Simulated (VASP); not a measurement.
Here is a VASP 6.6.1 calculation.

The input INCAR:

```
SYSTEM = InAs
PREC = Accurate ; ENCUT = 520
EDIFF = 1E-6 ; ISMEAR = 0
SIGMA = 0.05 ; LREAL = .FALSE.
LASPH = .TRUE. ; NELM = 60
ALGO = Normal ; ISIF = 2
LWAVE = .FALSE. ; LCHARG = .FALSE.
GGA = PE ; NBANDS = 16
```

Contents of KPOINTS:

```
Automatic mesh
0
G
  14 14 14
  0 0 0
```

File POSCAR:

```
InAs
1.0
    0.0000000000      2.7112233177      2.7112233177
    2.7112233177      0.0000000000      2.7112233177
    2.7112233177      2.7112233177      0.0000000000
In As
1 1
Direct
    0.5000000000      0.5000000000      0.5000000000
    0.0000000000      0.0000000000      0.0000000000
```

Potentials or basis: VASP PAW PBE potentials, release 64 (In_d, As).

The run is started by

```sh
$ cat potpaw_PBE.64/In_d/POTCAR potpaw_PBE.64/As/POTCAR > POTCAR
$ mpirun -np 1 vasp_std > vasp.out
```

Question: Estimate the band gap on the k mesh.

Answer: Zero (band 9 reaches 8.54 eV, above the bottom of band 10 at 5.32 eV).

Question: Estimate the pressure.

Answer: 16.7 GPa.

Caveat: spin-orbit coupling is left out, which moves the levels of the heavy elements.
